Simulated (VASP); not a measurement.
# Mg (P6_3/mmc) in VASP: further runs, part 2 of 2

VASP 6.6.1. The steps go on from the part before.

## (4) Relaxation of shape and atoms at fixed volume, PBE

This run uses another cell than the first one, of 13.77 Å³/atom.

File INCAR:

```
SYSTEM = Mg
PREC     = Accurate       ! precision mode
ENCUT    = 600            ! plane-wave cutoff, eV
EDIFF    = 1E-6           ! SCF threshold, eV
ISMEAR   = -1             ! smearing method
SIGMA    = 0.1            ! smearing width, eV
LREAL    = .FALSE.        ! projectors in reciprocal space
LASPH    = .TRUE.         ! aspherical terms in the spheres
NELM     = 80             ! most SCF steps
ALGO     = Normal         ! electronic algorithm
ISIF     = 4              ! what is computed and relaxed
LWAVE    = .FALSE.        ! write WAVECAR
LCHARG   = .FALSE.        ! write CHGCAR
GGA      = PE             ! functional
IBRION   = 2              ! ionic algorithm
NSW      = 50             ! ionic steps
EDIFFG   = -0.005         ! ionic threshold
```

File KPOINTS:

```
regular mesh
0
G
  15 15 8
  0 0 0
```

File POSCAR:

```
Mg
1.0
    2.7068953669      0.0000000000      0.0000000000
   -1.3534476835      2.3442401531      0.0000000000
    0.0000000000      0.0000000000      4.3398393017
Mg
2
Direct
    0.3333333333      0.6666666667      0.2500000000
    0.6666666667      0.3333333333      0.7500000000
```

Potentials or basis: VASP PAW PBE potentials, release 64 (Mg).

Launch:

```
$ cat potpaw_PBE.64/Mg/POTCAR > POTCAR
$ mpirun -np 1 vasp_std > vasp.out
```

OUTCAR:

```text
SYSTEM = Mg
   PREC = Accurate
   ENCUT = 600
   EDIFF = 1E-6
   ISMEAR = -1
   LREAL = .FALSE.
   LASPH = .TRUE.
   NELM = 80
   ISIF = 4
   GGA = PE
   IBRION = 2
   NSW = 50
   EDIFFG = -0.005

 ion  position               nearest neighbor table
   1  0.333  0.667  0.250-   2 2.67   2 2.67   2 2.67   2 2.67   2 2.67   2 2.67
   2  0.667  0.333  0.750-   1 2.67   1 2.67   1 2.67   1 2.67   1 2.67   1 2.67

  LATTYP: Found a hexagonal cell.
 ALAT       =     2.7068953669
 C/A-ratio  =     1.6032534374
[... 456 lines left out ...]

  FORCE on cell =-STRESS in cart. coord.  units (eV):
  Direction    XX          YY          ZZ          XY          YZ          ZX
  --------------------------------------------------------------------------------------
  -------------------------------------------------------------------------------------
  Total        8.6566804      8.6566804      8.6512198     -0.0000000     -0.0000000      0.0000000
  in kB      503.6336601    503.6336601    503.3159696     -0.0000000     -0.0000000      0.0000000
  external PRESSURE =     503.5277633 kB  Pullay stress =       0.0000000 kB

 VOLUME and BASIS-vectors are now :
 -----------------------------------------------------------------------------
  energy-cutoff  :      600.00
  volume of cell :       27.54
      direct lattice vectors                 reciprocal lattice vectors
     2.702795873 -0.000000000  0.000000000     0.369987245  0.213612236 -0.000000000
    -1.351397937  2.340689887  0.000000000     0.000000000  0.427224472 -0.000000000
     0.000000000  0.000000000  4.353014279    -0.000000000 -0.000000000  0.229725872

 POSITION                                       TOTAL-FORCE (eV/Angst)
 -----------------------------------------------------------------------------------
     -0.00000      1.56046      1.08825         0.000000     -0.000000      0.000000
      1.35140      0.78023      3.26476        -0.000000      0.000000      0.000000
 -----------------------------------------------------------------------------------
    total drift:                               -0.000000      0.000000     -0.000000

  FREE ENERGIE OF THE ION-ELECTRON SYSTEM (eV)
  ---------------------------------------------------
  free  energy   TOTEN  =        -1.1434211837 eV

  energy  without entropy=       -1.1270937399  energy(sigma->0) =       -1.13525746

 reached required accuracy - stopping structural energy minimisation
```

CONTCAR:

```text
Mg
   1.00000000000000
     2.7027958729420005   -0.0000000000119682    0.0000000000000000
    -1.3513979365312894    2.3406898871866910    0.0000000000000000
     0.0000000000000000    0.0000000000000000    4.3530142792480646
  Mg
     2
Direct
     0.3333333332999970    0.6666666667000030    0.2500000000000000
     0.6666666667000030    0.3333333332999970    0.7500000000000000

  0.00000000E+00  0.00000000E+00  0.00000000E+00
  0.00000000E+00  0.00000000E+00  0.00000000E+00
```

Run time: 13 s. Hardware: 1 thread of Intel Xeon 6975P-C (Granite Rapids), shared host; peak memory 0.17 GiB.

Results:

| Quantity | Value |
| --- | --- |
| Free energy | -1.1434 eV |
| Energy gained by relaxing | 0.1 meV/atom |
| Ionic steps | 2 |
| Pressure after relaxing | 50.4 GPa |
| Band gap on the k mesh | zero (bands 2 and 3 overlap by 2.17 eV) |

The path:
```
step  energy change (eV)  largest force (eV/Å)  pressure (GPa)  volume (Å³)
   1              0.0000                0.0000           50.36        27.54
   2             -0.0003                0.0000           50.35        27.54
```

Final structure:
```yaml
crystal:
  lattice:
    - [2.70280, 0.00000, 0.00000]
    - [-1.35140, 2.34069, 0.00000]
    - [0.00000, 0.00000, 4.35301]
  atoms:
    - { symbol: Mg, position: [0.33333, 0.66667, 0.25000] }
    - { symbol: Mg, position: [0.66667, 0.33333, 0.75000] }
```

## (5) Relaxation of shape and atoms at fixed volume, PBE

This run uses another cell than the first one, of 15.61 Å³/atom.

File INCAR:

```
SYSTEM = Mg
PREC = Accurate ; ENCUT = 600
EDIFF = 1E-6 ; ISMEAR = -1
SIGMA = 0.1 ; LREAL = .FALSE.
LASPH = .TRUE. ; NELM = 60
ALGO = Normal ; ISIF = 4
LWAVE = .FALSE. ; LCHARG = .FALSE.
GGA = PE ; IBRION = 2
NSW = 50 ; EDIFFG = -0.005
```

KPOINTS is that of step 4.

File POSCAR:

```
Mg
1.0
    2.8222188583      0.0000000000      0.0000000000
   -1.4111094292      2.4441132263      0.0000000000
    0.0000000000      0.0000000000      4.5247320857
Mg
2
Direct
    0.3333333333      0.6666666667      0.2500000000
    0.6666666667      0.3333333333      0.7500000000
```

Launch:

```
$ cat potpaw_PBE.64/Mg/POTCAR > POTCAR
$ mpirun -np 1 vasp_std > vasp.out
```

It took 14 s on 1 thread of Intel Xeon 6975P-C (Granite Rapids), shared host; peak memory 0.17 GiB.

Results (log left out):

| Quantity | Value |
| --- | --- |
| Free energy | -2.0420 eV |
| Energy gained by relaxing | 0.1 meV/atom |
| Ionic steps | 3 |
| Pressure after relaxing | 29.8 GPa |
| Band gap on the k mesh | zero (bands 2 and 3 overlap by 2.11 eV) |

Step by step:
```csv
step,energy change (eV),largest force (eV/Å),pressure (GPa),volume (Å³)
1,0.0000,0.0000,29.76,31.21
2,-0.0001,0.0000,29.76,31.21
3,-0.0001,0.0000,29.76,31.21
```

Final structure:
```xyz
2
Lattice="2.8191 0.0000 0.0000 -1.4096 2.4414 0.0000 0.0000 0.0000 4.5346" Properties=species:S:1:pos:R:3 pbc="T T T"
Mg    0.0000    1.6276    1.1337
Mg    1.4096    0.8138    3.4010
```

Levels at points of the mesh, in eV from the Fermi level:
| k point | band 1 | band 2 | band 3 | band 4 | band 5 |
| --- | --- | --- | --- | --- | --- |
| (0.00, 0.00, 0.00) | -8.76 | -2.26 | -1.13 | 13.22 | 13.22 |
| (0.00, 0.00, 0.50) | -6.94 | -6.94 | 6.46 | 6.46 | 14.02 |

## (6) Summary

```tsv
cell	gap on the mesh (eV)	pressure (GPa)
relaxed from a = 2.459, b = 2.459, c = 3.943 Å, angles 90.0, 90.0, 120.0°, 2 atoms	none	137.3
relaxed from a = 2.581, b = 2.581, c = 4.138 Å, angles 90.0, 90.0, 120.0°, 2 atoms	none	85.1
relaxed from a = 2.707, b = 2.707, c = 4.340 Å, angles 90.0, 90.0, 120.0°, 2 atoms	none	50.4
relaxed from a = 2.822, b = 2.822, c = 4.525 Å, angles 90.0, 90.0, 120.0°, 2 atoms	none	29.8
```

Alike in all rows: task relaxation of shape and atoms at fixed volume; level PBE; potentials or basis VASP PAW PBE potentials, release 64 (Mg); no spin polarisation; k mesh 15 × 15 × 8; cutoff (eV) 600; smearing fermi-dirac 0.1 eV.

Total energies depend on the potentials used, so only differences within one code and one set of settings carry meaning.
